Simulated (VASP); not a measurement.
A run of VASP 6.6.1:

File INCAR:

```
ALGO = Normal
EDIFF = 1E-6
ENCUT = 520
GGA = PS
ISIF = 2
ISMEAR = 0
LASPH = T
LCHARG = F
LREAL = F
LWAVE = F
NBANDS = 27
NELM = 60
PREC = Accurate
SIGMA = 0.05
```

Contents of KPOINTS:

```
k-points
0
Gamma
  8 8 8
```

Contents of POSCAR:

```
KTaO3
1.0
    3.8760975039      0.0000000000      0.0000000000
    0.0000000000      3.8760975039      0.0000000000
    0.0000000000      0.0000000000      3.8760975039
K Ta O
1 1 3
Direct
    0.5000000000      0.5000000000      0.5000000000
    0.0000000000      0.0000000000      0.0000000000
    0.5000000000      0.0000000000      0.0000000000
    0.0000000000      0.5000000000      0.0000000000
    0.0000000000      0.0000000000      0.5000000000
```

Potentials or basis: VASP PAW PBE potentials, release 64 (K_sv, Ta_pv, O).

Command:

```console
$ cat potpaw_PBE.64/K_sv/POTCAR potpaw_PBE.64/Ta_pv/POTCAR potpaw_PBE.64/O/POTCAR > POTCAR
$ mpirun -np 1 vasp_std > vasp.out
```

Hardware: 1 thread of Intel(R) Xeon(R) Platinum 8259CL CPU @ 2.50GHz (Skylake/Cascade Lake), on a shared host.

**Question.** Estimate the wall time of this run.

**Answer.** Run time: 64 s on 1 thread of Intel(R) Xeon(R) Platinum 8259CL CPU @ 2.50GHz (Skylake/Cascade Lake) (shared host), peak memory 0.2 GiB. Counts: scf iterations 13, k points 35.
